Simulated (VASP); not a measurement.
A run of VASP 6.6.1 is set up as follows.

Contents of POSCAR:

```
InSb
1.0
    0.0000000000      3.2121343300      3.2121343300
    3.2121343300      0.0000000000      3.2121343300
    3.2121343300      3.2121343300      0.0000000000
In Sb
1 1
Direct
    0.0000000000      0.0000000000      0.0000000000
    0.2500000000      0.2500000000      0.2500000000
```

The input INCAR.step1:

```
SYSTEM = InSb
ALGO = Normal ; EDIFF = 1E-4
ENCUT = 520 ; GGA = PE
ISMEAR = -1 ; LASPH = .TRUE.
LCHARG = .FALSE. ; LREAL = .FALSE.
LWAVE = .TRUE. ; NBANDS = 16
NELM = 100 ; PREC = Accurate
SIGMA = 0.1
```

File INCAR.step2:

```
SYSTEM = InSb
ALGO = Normal ; EDIFF = 1E-7
ENCUT = 520 ; ISIF = 2
ISMEAR = -1 ; ISTART = 1
LASPH = .TRUE. ; LCHARG = .FALSE.
LMIXTAU = .TRUE. ; LREAL = .FALSE.
LWAVE = .FALSE. ; METAGGA = R2SCAN
NBANDS = 16 ; NELM = 100
PREC = Accurate ; SIGMA = 0.1
```

KPOINTS

```
k-points
0
G
  9 9 9
  0 0 0
```

Potentials or basis: VASP PAW PBE potentials, release 64 (In_d, Sb).

Command:

```sh
$ cat potpaw_PBE.64/In_d/POTCAR potpaw_PBE.64/Sb/POTCAR > POTCAR
$ cp INCAR.step1 INCAR
$ mpirun -np 1 vasp_std > vasp.out
$ cp INCAR.step2 INCAR
$ mpirun -np 1 vasp_std > vasp.out
```

(1) What does it give for the pressure?

(2) Predict the band gap on the k mesh.

Results:

(1) 3.1 GPa.

(2) 0.40 eV, direct.

Caveat: the PAW data sets were made with another functional, which shifts forces and pressure a little; spin-orbit coupling is left out, which moves the levels of the heavy elements.
